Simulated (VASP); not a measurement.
# Be5Te (P3) in VASP: notebook, part 2 of 2

VASP 6.6.1.

### 3 Single point, PBE

This run uses another cell than the first one, of 16.18 Å³/atom, 1.080 times its volume.

Contents of INCAR:

```
SYSTEM = Be5Te
PREC = Accurate
ENCUT = 520
EDIFF = 1E-7
ISMEAR = 0
SIGMA = 0.2
LREAL = .False.
LASPH = .True.
NELM = 100
ALGO = Normal
ISIF = 2
LWAVE = .False.
LCHARG = .True.
GGA = PE
LELF = .True.
LVHAR = .True.
NBANDS = 28
```

Contents of KPOINTS:

```
regular mesh
0
Gamma
  6 6 2
  0 0 0
```

Contents of POSCAR:

```
Be5Te
1.0
    4.0126790510      0.0000000000      0.0000000000
   -2.0063395255      3.4750819954      0.0000000000
    0.0000000000      0.0000000000     13.9197496785
Be Te
10 2
Direct
    0.3333333333      0.6666666667      0.0190658967
    0.3331585193      0.3250880416      0.8894767445
    0.0000000000      1.0000000000      0.0204120275
    0.9919295223      0.6668414807      0.8894767445
    0.6666666667      0.3333333333      0.0202885142
    0.8555045069      0.6666472005      0.1484323695
    0.3333527995      0.1888573064      0.1484323695
    0.8111426936      0.1444954931      0.1484323695
    0.6749119584      0.0080704777      0.8894767445
    0.3333333333      0.6666666667      0.5757429223
    0.6666666667      0.3333333333      0.5609186842
    0.3333333333      0.6666666667      0.2638446129
```

Potentials or basis: VASP PAW PBE potentials, release 64 (Be, Te).

Run with:

```bash
$ cat potpaw_PBE.64/Be/POTCAR potpaw_PBE.64/Te/POTCAR > POTCAR
$ mpirun -np 1 vasp_std > vasp.out
```

OUTCAR:

```text
SYSTEM = Be5Te
   PREC = Accurate
   ENCUT = 520
   EDIFF = 1E-7
   ISMEAR = 0
   LREAL = .False.
   LASPH = .True.
   NELM = 100
   ISIF = 2
   GGA = PE

 ion  position               nearest neighbor table
   1  0.333  0.667  0.019-   4 2.27   9 2.27   2 2.27   5 2.32   5 2.32   5 2.32   3 2.32   3 2.32
                             3 2.32
   2  0.333  0.325  0.889-   5 2.25   3 2.25   1 2.27   9 2.29   4 2.29   9 2.29   4 2.29   4 2.37
                             9 2.37
   3  0.000  0.000  0.020-   7 2.13   8 2.13   6 2.13   9 2.25   2 2.25   4 2.25   5 2.32   5 2.32
                             5 2.32   1 2.32   1 2.32   1 2.32
   4  0.992  0.667  0.889-   5 2.25   3 2.25   1 2.27   9 2.29   2 2.29   2 2.29   9 2.29   9 2.37
                             2 2.37
   5  0.667  0.333  0.020-   8 2.13   6 2.13   7 2.13   9 2.25   4 2.25   2 2.25   3 2.32   3 2.32
                             3 2.32   1 2.32   1 2.32   1 2.32
   6  0.856  0.667  0.148-   7 2.01   8 2.01   8 2.01   7 2.01   3 2.13   5 2.13  12 2.50  12 2.64

[... 706 lines left out ...]
     27       9.5124      0.00000
     28      10.1516      0.00000

------------------------ aborting loop because EDIFF is reached ----------------------------------------

  FORCE on cell =-STRESS in cart. coord.  units (eV):
  Direction    XX          YY          ZZ          XY          YZ          ZX
  --------------------------------------------------------------------------------------
  -------------------------------------------------------------------------------------
  Total        0.0513592      0.0513592      0.3567826      0.0000000     -0.0000000      0.0000000
  in kB        0.4239334      0.4239334      2.9449869      0.0000001     -0.0000000      0.0000000
  external PRESSURE =       1.2642846 kB  Pullay stress =       0.0000000 kB

 VOLUME and BASIS-vectors are now :
 -----------------------------------------------------------------------------
  energy-cutoff  :      520.00
  volume of cell :      194.10
      direct lattice vectors                 reciprocal lattice vectors
     4.012679051  0.000000000  0.000000000     0.249210063  0.143881497  0.000000000
    -2.006339526  3.475081995  0.000000000     0.000000000  0.287762994  0.000000000
     0.000000000  0.000000000 13.919749679     0.000000000  0.000000000  0.071840372

 POSITION                                       TOTAL-FORCE (eV/Angst)
 -----------------------------------------------------------------------------------
     -0.00000      2.31672      0.26539         0.000000      0.000000      0.024257
      0.68462      1.12971     12.38129        -0.015005      0.025787     -0.037416
      0.00000      0.00000      0.28413         0.000000      0.000000      0.026052
      2.64238      2.31733     12.38129         0.029835      0.000101     -0.037416
      2.00634      1.15836      0.28241         0.000000      0.000000      0.025017
      2.09534      2.31665      2.06614        -0.005112     -0.000089      0.000920
      0.95873      0.65629      2.06614         0.002633     -0.004382      0.000920
      2.96495      0.50213      2.06614         0.002479      0.004472      0.000920
      2.69201      0.02805     12.38129        -0.014830     -0.025888     -0.037416
     -0.00000      2.31672      8.01420         0.000000      0.000000      0.000897
      2.00634      1.15836      7.80785         0.000000      0.000000     -0.001111
     -0.00000      2.31672      3.67265         0.000000      0.000000      0.034374
 -----------------------------------------------------------------------------------
    total drift:                                0.000000      0.000000      0.000233

  FREE ENERGIE OF THE ION-ELECTRON SYSTEM (eV)
  ---------------------------------------------------
  free  energy   TOTEN  =       -42.1971587525 eV

  energy  without entropy=      -42.1943430720  energy(sigma->0) =      -42.19575091
```

OSZICAR:

```text
N       E                     dE             d eps       ncg     rms          rms(c)
DAV:   1     0.819372750559E+02    0.81937E+02   -0.11489E+04   896   0.921E+02
DAV:   2    -0.400745475489E+02   -0.12201E+03   -0.11301E+03  1120   0.160E+02
DAV:   3    -0.475711399961E+02   -0.74966E+01   -0.73190E+01  1216   0.397E+01
[... 11 lines left out ...]
DAV:  15    -0.421971565779E+02   -0.80119E-05   -0.10725E-05  1016   0.126E-02    0.950E-03
DAV:  16    -0.421971583264E+02   -0.17486E-05   -0.24049E-06  1128   0.646E-03    0.297E-03
DAV:  17    -0.421971586034E+02   -0.27693E-06   -0.14624E-07   948   0.173E-03    0.177E-03
DAV:  18    -0.421971587279E+02   -0.12453E-06   -0.90425E-08   856   0.138E-03    0.534E-04
DAV:  19    -0.421971587525E+02   -0.24597E-07   -0.12423E-08   616   0.576E-04
   1 F= -.42197159E+02 E0= -.42195751E+02  d E =-.281568E-02
```

Run time: 82 s. Hardware: 1 thread of Intel Xeon 6975P-C (Granite Rapids), shared host; peak memory 0.32 GiB.

What came out:

- Free energy: -42.1972 eV
- Pressure: 0.1 GPa
- Largest force: 0.048 eV/Å
- Band gap on the k mesh: 0.58 eV, indirect (least direct gap 0.78 eV)

Forces in eV/Å, atoms in the order of the input:
```
Be   0.000  0.000  0.024
Be  -0.015  0.026 -0.037
Be   0.000  0.000  0.026
Be   0.030  0.000 -0.037
Be   0.000  0.000  0.025
Be  -0.005  0.000  0.001
Be   0.003 -0.004  0.001
Be   0.002  0.004  0.001
Be  -0.015 -0.026 -0.037
Be   0.000  0.000  0.001
Te   0.000  0.000 -0.001
Te   0.000  0.000  0.034
```

Stress tensor (GPa, compression positive):
```
0.04 0.00 0.00
0.00 0.04 0.00
0.00 0.00 0.29
```

Caveat: spin-orbit coupling is left out, which moves the levels of the heavy elements. A k mesh can miss the band edges.

### 4 Relaxation of cell and atoms, PBE

This run uses another cell than the first one, of 12.47 Å³/atom, 0.832 times its volume.

Contents of INCAR:

```
SYSTEM = Be5Te
ALGO = Normal ; EDIFF = 1E-6
EDIFFG = -0.08 ; ENCUT = 600
GGA = PE ; IBRION = 2
ISIF = 3 ; ISMEAR = 0
LASPH = .TRUE. ; LCHARG = .FALSE.
LREAL = .FALSE. ; LWAVE = .FALSE.
NELM = 80 ; NSW = 36
PREC = Accurate ; SIGMA = 0.2
```

Contents of KPOINTS:

```
k-points
0
G
  5 5 2
  0 0 0
```

Contents of POSCAR:

```
Be5Te
1.0
    3.9700000000      0.0000000000      0.0000000000
   -1.9850000000      3.4381208500      0.0000000000
    0.0000000000      0.0000000000     10.9600000000
Be Te
10 2
Direct
    0.3333333300      0.6666666700      0.0000000000
    0.3333266700      0.3333233300      0.8360000000
    0.0000000000      0.0000000000      0.0000000000
    0.9999966700      0.6666733300      0.8360000000
    0.6666666700      0.3333333300      0.0000000000
    0.9999966700      0.6666633300      0.1640000000
    0.3333366700      0.3333333300      0.1640000000
    0.6666666700      0.0000033300      0.1640000000
    0.6666766700      0.0000033300      0.8360000000
    0.3333333300      0.6666666700      0.5740000000
    0.6666666700      0.3333333300      0.6480000000
    0.3333333300      0.6666666700      0.3520000000
```

Run with:

```bash
$ cat potpaw_PBE.64/Be/POTCAR potpaw_PBE.64/Te/POTCAR > POTCAR
$ mpirun -np 1 vasp_std > vasp.out
```

Wall time 7.3 min (1 thread of Intel Xeon 6975P-C (Granite Rapids), shared host); peak memory 0.31 GiB.

It converged, with:

```yaml
Free_energy: -41.9730 eV
Relaxed_volume: 13.13 Å³/atom
Relaxed_cell: a = 3.973 Å, b = 3.973 Å, c = 11.523 Å, α = 90.00°, β = 90.00°, γ = 120.00°
Space_group_after_relaxing_to_0.05_Å: P3 (No. 143)
Energy_gained_by_relaxing: 45.2 meV/atom
Ionic_steps: 15
Pressure_after_relaxing: -0.1 GPa
Largest_force_after_relaxing: 0.054 eV/Å
Band_gap_on_the_k_mesh: zero (band 16 reaches 5.88 eV, above the bottom of band 17 at 5.48 eV)
```

Forces in eV/Å, atoms in the order of the input:
```
Be   0.000  0.000 -0.007
Be  -0.049  0.005  0.016
Be   0.000  0.000  0.026
Be   0.028  0.040  0.016
Be   0.000  0.000  0.043
Be  -0.017 -0.036 -0.006
Be   0.039  0.003 -0.006
Be  -0.022  0.032 -0.006
Be   0.020 -0.045  0.016
Be   0.000  0.000 -0.013
Te   0.000  0.000 -0.054
Te   0.000  0.000 -0.023
```

Stress tensor (GPa, compression positive):
```
-0.27  0.00  0.00
 0.00 -0.27  0.00
 0.00  0.00  0.19
```

The path:
```csv
step,energy change (eV),largest force (eV/Å),pressure (GPa),volume (Å³)
1,0.0000,1.9983,1.85,149.60
2,-0.2779,0.7361,-0.03,152.74
3,-0.3434,0.9524,-1.65,157.03
4,-0.3488,0.8809,-1.41,156.25
5,-0.4233,0.4097,0.05,154.01
6,-0.4407,0.3845,1.26,152.37
7,-0.4808,0.3132,0.53,154.14
8,-0.4959,0.2195,-0.16,156.07
9,-0.5195,0.1411,-0.33,156.53
10,-0.5257,0.2395,-0.42,156.90
11,-0.5338,0.1420,0.49,155.64
12,-0.5343,0.1450,0.31,155.88
13,-0.5385,0.1175,0.09,156.59
14,-0.5398,0.0905,-0.14,157.32
15,-0.5429,0.0543,-0.12,157.52
```

Final structure:
```xyz
12
Lattice="3.9730 0.0000 0.0000 -1.9865 3.4407 0.0000 0.0000 0.0000 11.5230" Properties=species:S:1:pos:R:3 pbc="T T T"
Be    0.0000    2.2938    0.0992
Be    0.6528    1.1313    9.8228
Be    0.0000    0.0000    0.1455
Be   -1.3332    2.3098    9.8228
Be    1.9865    1.1469    0.0881
Be    2.5537    2.3000    1.8806
Be    0.7044    1.0616    1.8806
Be    2.7015    0.0792    1.8806
Be    0.6804    3.4405    9.8228
Be    0.0000    2.2938    6.3423
Te    1.9865    1.1469    7.0782
Te    0.0000    2.2938    3.8426
```

Levels at points of the mesh, in eV from the Fermi level:
| k point | band 14 | band 15 | band 16 | band 17 | band 18 | band 19 |
| --- | --- | --- | --- | --- | --- | --- |
| (0.00, 0.00, 0.00) | -0.61 | -0.40 | -0.40 | -0.06 | 0.30 | 0.42 |
| (0.00, 0.00, 0.50) | -0.35 | -0.33 | -0.33 | -0.11 | 0.36 | 0.50 |

Caveat: the k points lie up to 0.37 Å⁻¹ apart in the final cell; spin-orbit coupling is left out, which moves the levels of the heavy elements; the relaxation stopped at a loose force limit of 0.08 eV/Å, so its end isn't a converged minimum.

### 5 The runs side by side

| task | cell | k mesh | cutoff (eV) | gap on the mesh (eV) | pressure (GPa) | largest force (eV/Å) |
| --- | --- | --- | --- | --- | --- | --- |
| single point | a = 4.011, b = 4.011, c = 12.899 Å, angles 90.0, 90.0, 120.0°, 12 atoms | 5 × 5 × 2 | 520 | 0.81 | 0.3 | 0.04 |
| single point | a = 4.013, b = 4.013, c = 13.920 Å, angles 90.0, 90.0, 120.0°, 12 atoms | 6 × 6 × 2 | 520 | 0.58 | 0.1 | 0.05 |
| relaxation of cell and atoms | relaxed from a = 3.970, b = 3.970, c = 10.960 Å, angles 90.0, 90.0, 120.0°, 12 atoms | 5 × 5 × 2 | 600 | none | -0.1 | 0.05 |

Alike in all rows: level PBE; potentials or basis VASP PAW PBE potentials, release 64 (Be, Te); no spin polarisation; smearing gaussian 0.2 eV.

Caveats: some runs use coarse meshes; spin-orbit coupling is left out, which moves the levels of the heavy elements; the relaxation stopped at a loose force limit of 0.08 eV/Å, so its end isn't a converged minimum (some runs).

Total energies depend on the potentials used, so only differences within one code and one set of settings carry meaning.
